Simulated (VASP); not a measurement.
GaP: single point with PBE

The system is GaP.

```xyz
2
Lattice="0.0000 2.7526 2.7526 2.7526 0.0000 2.7526 2.7526 2.7526 0.0000" Properties=species:S:1:pos:R:3 pbc="T T T"
Ga    0.0000    0.0000    0.0000
P     1.3763    1.3763    1.3763
```

| Property | Result |
| --- | --- |
| Program | VASP 6.6.1 |
| Task | single point |
| Functional | PBE |
| Potentials or basis | VASP PAW PBE potentials, release 64 (Ga_d, P) |
| Cutoff | 520 eV |
| k mesh | 8 × 8 × 8 |
| Occupations | gaussian, width 0.01 eV |
| Spin | no spin polarisation |
| Dipole correction | no |
| Further INCAR settings | ALGO = Normal; EDIFF = 1e-06; NBANDS = 16 |

- Pressure: 0.0 GPa
- Band gap on the k mesh: 1.58 eV, direct

Levels at points of the mesh, in eV from the valence-band top:
| k point | band 6 | band 7 | band 8 | band 9 | band 10 | band 11 | band 12 | band 13 |
| --- | --- | --- | --- | --- | --- | --- | --- | --- |
| (0.00, 0.00, 0.00) | -12.27 | 0.00 | 0.00 | 0.00 | 1.58 | 3.90 | 3.90 | 3.90 |
| (0.50, 0.00, 0.00) | -10.30 | -6.46 | -1.07 | -1.07 | 1.58 | 4.73 | 4.73 | 8.23 |
| (0.50, 0.50, 0.00) | -9.44 | -6.61 | -2.58 | -2.58 | 1.72 | 1.85 | 10.37 | 10.37 |

It took 12 s on 1 thread of Intel(R) Xeon(R) Platinum 8559C (Emerald Rapids) (shared host), peak memory 0.17 GiB.

A k mesh can miss the band edges. PBE gaps usually lie below the measured ones, often by a third to a half.
